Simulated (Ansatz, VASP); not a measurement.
One calculation of MgO, two programs

Contents of POSCAR:

```
MgO
1.0
    0.0000000000      2.0667512557      2.0667512557
    2.0667512557      0.0000000000      2.0667512557
    2.0667512557      2.0667512557      0.0000000000
Mg O
1 1
Direct
    0.0000000000      0.0000000000      0.0000000000
    0.5000000000      0.5000000000      0.5000000000
```

The input INCAR.step1:

```
SYSTEM = MgO
PREC = Accurate
ENCUT = 520
EDIFF = 1E-5
ISMEAR = -1
SIGMA = 0.05
LREAL = .FALSE.
LASPH = .TRUE.
NELM = 100
ALGO = Normal
ISIF = 2
LWAVE = .TRUE.
GGA = PE
NBANDS = 11
```

File INCAR.step2:

```
SYSTEM = MgO
PREC = Accurate
ENCUT = 520
EDIFF = 1E-6
ISMEAR = -1
SIGMA = 0.05
LREAL = .FALSE.
LASPH = .TRUE.
NELM = 100
ALGO = Normal
ISIF = 2
LWAVE = .FALSE.
LCHARG = .TRUE.
GGA = PE
LHFCALC = .TRUE.
HFSCREEN = 0.2079
PRECFOCK = Normal
LELF = .TRUE.
LVHAR = .TRUE.
ISTART = 1
NBANDS = 11
```

KPOINTS

```
Automatic mesh
0
G
  4 4 4
  0 0 0
```

Input for Ansatz:

```yaml
crystal:
  lattice:
    - [0.0, 2.066751255715, 2.066751255715]
    - [2.066751255715, 0.0, 2.066751255715]
    - [2.066751255715, 2.066751255715, 0.0]
  atoms:
    - { symbol: Mg, position: [0.0, 0.0, 0.0] }
    - { symbol: O, position: [0.5, 0.5, 0.5] }
kpoints:
  mp_grid: { grid: [4, 4, 4] }
hamiltonian:
  xc: hse06
  pseudopotentials: { kind: paw }
scf:
  occupations: { method: fermi_dirac, width: 0.05 }
output:
  forces: true
  stress: true
  eigenvalues: true
```

Alike in both runs: task single point; functional HSE06; k mesh 4 × 4 × 4; occupations fermi-dirac, width 0.05 eV; no spin polarisation.

|  | VASP | Ansatz |
| --- | --- | --- |
| version | VASP 6.6.1 | Ansatz 0.2.0 development build |
| potentials or method | VASP PAW PBE potentials, release 64 (Mg, O) | plane waves, PAW datasets (generated soft set 1) |
| plane-wave cutoff (eV) | 520 | 420 |
| valence electrons in the cell | 8 | 16 |

|  | VASP | Ansatz | Ansatz less VASP |
| --- | --- | --- | --- |
| gap on the k mesh at the Fermi level (eV) | 7.07 | 7.12 | +0.044 |

With one functional, cell and mesh, what is left measures potentials, basis and numerics. VASP's potentials hold 8 valence electrons a cell and Ansatz's 16, so a difference there can come from the potentials and not from the codes. Ansatz's warnings: stress exchange threshold loose, stress scf threshold loose.

The k mesh is coarse, so the values compare programs but aren't converged.
